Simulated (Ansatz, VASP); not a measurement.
Two plane-wave programs on Tl3Ge2H

```
Tl Ge H
1.0
     7.07805    0.00000    0.00000
    -3.53903    6.12977    0.00000
     0.00000    0.00000    4.27118
Tl Ge H
3 2 1
Direct
  0.00000 0.50000 0.00000
  0.50000 0.00000 0.00000
  0.50000 0.50000 0.00000
  0.33333 0.66667 0.50000
  0.66667 0.33333 0.50000
  0.00000 0.00000 0.50000
```

Change from the starting cell: species swapped into the TmB2Rh3 type (P6/mmm, No. 191).

Alike in both runs: functional PBE; k mesh 3 × 3 × 4; occupations gaussian, width 0.1 eV; no spin polarisation.

Ansatz relaxed the structure, and its values are those at the end. VASP's run is a single point on that final structure, the one shown.

|  | VASP | Ansatz |
| --- | --- | --- |
| version | VASP 6.6.1 | Ansatz 0.2.0 |
| potentials or method | VASP PAW PBE potentials, release 64 (Tl_d, Ge_d, H), cutoff 520 eV | scalar-relativistic, plane waves, PAW |
| valence electrons in the cell | 68 | 68 |

|  | VASP | Ansatz | Ansatz less VASP |
| --- | --- | --- | --- |
| gap on the k mesh at the Fermi level (eV) | none | none | - |
| pressure (GPa) | 0.3 | 0.3 | +0.03 |

A gap of «none» marks a metal or a gap that the smearing closes.

The k mesh is coarse, so the values compare programs but aren't converged. Neither program's run includes spin-orbit coupling.
